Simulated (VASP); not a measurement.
# GeSb3O2 (P6/mmm) in VASP: notebook, part 2 of 2

VASP 6.6.1. The steps go on from the part before.

### Step 3. Single point, PBE

This run uses another cell than the first one, of 28.79 Å³/atom, 1.415 times its volume.

INCAR

```
  PREC = Accurate
  ENCUT = 520
  EDIFF = 1E-6
  ISMEAR = 0
  SIGMA = 0.1
  LREAL = False
  LASPH = True
  NELM = 60
  ALGO = Normal
  ISIF = 2
  LWAVE = False
  LCHARG = False
  GGA = PE
  NBANDS = 30
```

KPOINTS

```
Automatic mesh
0
Gamma
  6 6 4
```

POSCAR

```
GeSb3O2
1.0
    6.1715662668     -0.0000000034      0.0000000000
   -3.0857831305      5.3447331699      0.0000000000
    0.0000000000      0.0000000000      5.2366515356
Ge Sb O
1 3 2
Direct
    0.0000000000      0.0000000000      0.0000000000
    0.5000000000      0.0000000000      0.5000000000
    0.0000000000      0.5000000000      0.5000000000
    0.5000000000      0.5000000000      0.5000000000
    0.0000000000      0.0000000000      0.3629839756
    0.0000000000      0.0000000000      0.6370160244
```

Potentials or basis: VASP PAW PBE potentials, release 64 (Ge_d, Sb, O).

Started as:

```
$ cat potpaw_PBE.64/Ge_d/POTCAR potpaw_PBE.64/Sb/POTCAR potpaw_PBE.64/O/POTCAR > POTCAR
$ mpirun -np 1 vasp_std > vasp.out
```

OUTCAR:

```text
PREC = Accurate
   ENCUT = 520
   EDIFF = 1E-6
   ISMEAR = 0
   LREAL = False
   LASPH = True
   NELM = 60
   ISIF = 2
   GGA = PE

 ion  position               nearest neighbor table
   1  0.000  0.000  0.000-   5 1.90   6 1.90
   2  0.500  0.000  0.500-   3 3.09   3 3.09   4 3.09   4 3.09
   3  0.000  0.500  0.500-   2 3.09   2 3.09   4 3.09   4 3.09
   4  0.500  0.500  0.500-   3 3.09   3 3.09   2 3.09   2 3.09
   5  0.000  0.000  0.363-   6 1.44   1 1.90
   6  0.000  0.000  0.637-   5 1.44   1 1.90

[... 894 lines left out ...]
  -------------------------------------------------------------------------------------
  Total       -0.3396245     -0.3396245     -0.1203785      0.0000000      0.0000000      0.0000000
  in kB       -3.1501733     -3.1501733     -1.1165657      0.0000000      0.0000000      0.0000000
  external PRESSURE =      -2.4723041 kB  Pullay stress =       0.0000000 kB

 VOLUME and BASIS-vectors are now :
 -----------------------------------------------------------------------------
  energy-cutoff  :      520.00
  volume of cell :      172.73
      direct lattice vectors                 reciprocal lattice vectors
     6.171566267 -0.000000003  0.000000000     0.162033422  0.093550040  0.000000000
    -3.085783130  5.344733170  0.000000000     0.000000000  0.187100079  0.000000000
     0.000000000  0.000000000  5.236651536     0.000000000  0.000000000  0.190961723

 POSITION                                       TOTAL-FORCE (eV/Angst)
 -----------------------------------------------------------------------------------
      0.00000      0.00000      0.00000         0.000000     -0.000000      0.000000
      3.08578     -0.00000      2.61833         0.000000     -0.000000      0.000000
     -1.54289      2.67237      2.61833         0.000000     -0.000000      0.000000
      1.54289      2.67237      2.61833         0.000000     -0.000000      0.000000
      0.00000      0.00000      1.90082        -0.000000     -0.000000     -0.164459
      0.00000      0.00000      3.33583        -0.000000      0.000000      0.164459
 -----------------------------------------------------------------------------------
    total drift:                                0.000000      0.000000     -0.000000

  FREE ENERGIE OF THE ION-ELECTRON SYSTEM (eV)
  ---------------------------------------------------
  free  energy   TOTEN  =       -23.4691323010 eV

  energy  without entropy=      -23.4482295768  energy(sigma->0) =      -23.45868094
```

OSZICAR:

```text
N       E                     dE             d eps       ncg     rms          rms(c)
DAV:   1     0.360265569288E+03    0.36027E+03   -0.16853E+04  1510   0.163E+03
DAV:   2     0.313511230885E+02   -0.32891E+03   -0.31646E+03  1508   0.493E+02
DAV:   3    -0.231948026731E+02   -0.54546E+02   -0.53335E+02  1502   0.135E+02
DAV:   4    -0.261095581802E+02   -0.29148E+01   -0.28005E+01  1540   0.383E+01
DAV:   5    -0.261854615978E+02   -0.75903E-01   -0.75852E-01  1526   0.580E+00    0.109E+01
DAV:   6    -0.245758640022E+02    0.16096E+01   -0.25386E+01  1670   0.433E+01    0.859E+00
DAV:   7    -0.235691028344E+02    0.10068E+01   -0.89480E+00  1682   0.125E+01    0.320E+00
DAV:   8    -0.234781259179E+02    0.90977E-01   -0.97919E-01  1414   0.500E+00    0.127E+00
DAV:   9    -0.234690497514E+02    0.90762E-02   -0.94536E-02  1600   0.175E+00    0.362E-01
DAV:  10    -0.234694347870E+02   -0.38504E-03   -0.25956E-02  1652   0.115E+00    0.157E-01
DAV:  11    -0.234689945048E+02    0.44028E-03   -0.26775E-03  1692   0.385E-01    0.696E-02
DAV:  12    -0.234690986916E+02   -0.10419E-03   -0.38665E-04  1564   0.118E-01    0.234E-02
DAV:  13    -0.234691295794E+02   -0.30888E-04   -0.63396E-05  1484   0.443E-02    0.896E-03
DAV:  14    -0.234691318268E+02   -0.22474E-05   -0.98643E-06  1432   0.252E-02    0.336E-03
DAV:  15    -0.234691323010E+02   -0.47424E-06   -0.17685E-06  1170   0.923E-03
   1 F= -.23469132E+02 E0= -.23458681E+02  d E =-.209027E-01
```

stdout:

```text
POSCAR found type information on POSCAR GeSbO
 POSCAR found :  3 types and       6 ions
 scaLAPACK will be used
 LDA part: xc-table for (Slater+PW92), standard interpolation
 POSCAR, INCAR and KPOINTS ok, starting setup
 FFT: planning ... GRIDC
 FFT: planning ... GRID_SOFT
 FFT: planning ... GRID
 WAVECAR not read
 entering main loop
```

Run time: 96 s. Hardware: 1 thread of Intel Xeon Platinum 8488C (Sapphire Rapids), shared host; peak memory 0.34 GiB.

Results:

```yaml
Free_energy: -23.4691 eV
Pressure: -0.2 GPa
Largest_force: 0.164 eV/Å
```

Forces on the atoms (eV/Å):
```
Ge   0.000  0.000  0.000
Sb   0.000  0.000  0.000
Sb   0.000  0.000  0.000
Sb   0.000  0.000  0.000
O    0.000  0.000 -0.164
O    0.000  0.000  0.164
```

Levels at points of the mesh, in eV from the Fermi level:
```csv
k point,band 16,band 17,band 18,band 19,band 20,band 21,band 22,band 23,band 24,band 25
"(0.00, 0.00, 0.00)",-2.21,-2.19,-2.19,-1.54,-1.54,0.64,0.66,0.66,0.80,0.80
"(0.50, 0.00, 0.00)",-2.69,-2.28,-0.76,-0.69,-0.21,-0.07,0.15,0.21,0.25,0.62
"(0.00, 0.00, 0.50)",-3.14,-3.14,-2.75,-1.47,-1.47,0.04,0.04,1.45,1.45,3.71
"(0.50, 0.00, 0.50)",-3.40,-3.29,-1.37,-1.30,-0.11,0.09,0.16,0.24,0.82,2.00
```

Caveat: spin-orbit coupling is left out, which moves the levels of the heavy elements; an odd number of electrons without spin polarisation forces a metal; a magnetic or distorted state may lie lower.

### Step 4. Single point, PBE

This run uses another cell than the first one, of 38.94 Å³/atom, 1.914 times its volume.

INCAR

```
SYSTEM = GeSb3O2
  PREC = Accurate
  ENCUT = 520
  EDIFF = 1E-6
  ISMEAR = 0
  SIGMA = 0.1
  LREAL = .FALSE.
  LASPH = .TRUE.
  NELM = 60
  ALGO = Normal
  ISIF = 2
  LWAVE = .FALSE.
  LCHARG = .TRUE.
  GGA = PE
  LELF = .TRUE.
  LVHAR = .TRUE.
  NBANDS = 30
```

KPOINTS

```
Automatic mesh
0
G
  6 6 6
  0 0 0
```

POSCAR

```
GeSb3O2
1.0
    5.8825764930      0.0000000000      0.0000000000
   -2.9412882465      5.0944606826      0.0000000000
    0.0000000000      0.0000000000      7.7958669085
Ge Sb O
1 3 2
Direct
    0.0000000000      0.0000000000      0.0000000000
    0.5000000000      0.0000000000      0.5000000000
    0.0000000000      0.5000000000      0.5000000000
    0.5000000000      0.5000000000      0.5000000000
    0.0000000000      0.0000000000      0.2123129770
    0.0000000000      0.0000000000      0.7876870230
```

Started as:

```
$ cat potpaw_PBE.64/Ge_d/POTCAR potpaw_PBE.64/Sb/POTCAR potpaw_PBE.64/O/POTCAR > POTCAR
$ mpirun -np 1 vasp_std > vasp.out
```

Run time: 3.4 min. Hardware: 1 thread of Intel Xeon Platinum 8488C (Sapphire Rapids), shared host; peak memory 0.48 GiB.

Results (log left out):

- Free energy: -25.9529 eV
- Pressure: -0.1 GPa
- Largest force: 0.046 eV/Å

Forces in eV/Å, atoms in the order of the input:
```
Ge   0.000  0.000  0.000
Sb   0.000  0.000  0.000
Sb   0.000  0.000  0.000
Sb   0.000  0.000  0.000
O    0.000  0.000 -0.046
O    0.000  0.000  0.046
```

Levels at points of the mesh, in eV from the Fermi level:
```
           k point  band 18  band 19  band 20  band 21  band 22  band 23  band 24  band 25
(0.00, 0.00, 0.00)    -2.86    -2.86    -2.80    -0.16     0.79     0.79     2.33     2.33
(0.50, 0.00, 0.00)    -1.69    -1.04     0.00     0.09     0.17     0.36     0.77     0.82
(0.00, 0.00, 0.50)    -3.01    -2.54    -2.54     0.31     0.76     0.76     2.31     2.31
(0.50, 0.00, 0.50)    -1.83    -1.24     0.09     0.18     0.43     0.48     0.50     0.73
```

Caveat: spin-orbit coupling is left out, which moves the levels of the heavy elements; an odd number of electrons without spin polarisation forces a metal; a magnetic or distorted state may lie lower.

### Step 5. Overview

```tsv
cell	k mesh	gap on the mesh (eV)	pressure (GPa)	largest force (eV/Å)
a = 5.307, b = 5.307, c = 5.003 Å, angles 90.0, 90.0, 120.0°, 6 atoms	6 × 6 × 4	none	34.2	6.56
a = 6.172, b = 6.172, c = 5.237 Å, angles 90.0, 90.0, 120.0°, 6 atoms	6 × 6 × 4	none	-0.2	0.16
a = 5.883, b = 5.883, c = 7.796 Å, angles 90.0, 90.0, 120.0°, 6 atoms	6 × 6 × 6	none	-0.1	0.05
```

Alike in all rows: task single point; level PBE; potentials or basis VASP PAW PBE potentials, release 64 (Ge_d, Sb, O); no spin polarisation; cutoff (eV) 520; smearing gaussian 0.1 eV.

Caveats: spin-orbit coupling is left out, which moves the levels of the heavy elements; an odd number of electrons without spin polarisation forces a metal; a magnetic or distorted state may lie lower; the standard files for N, O and F lose accuracy on very short bonds (some runs).

Absolute energies hang on the potentials; compare differences alone.
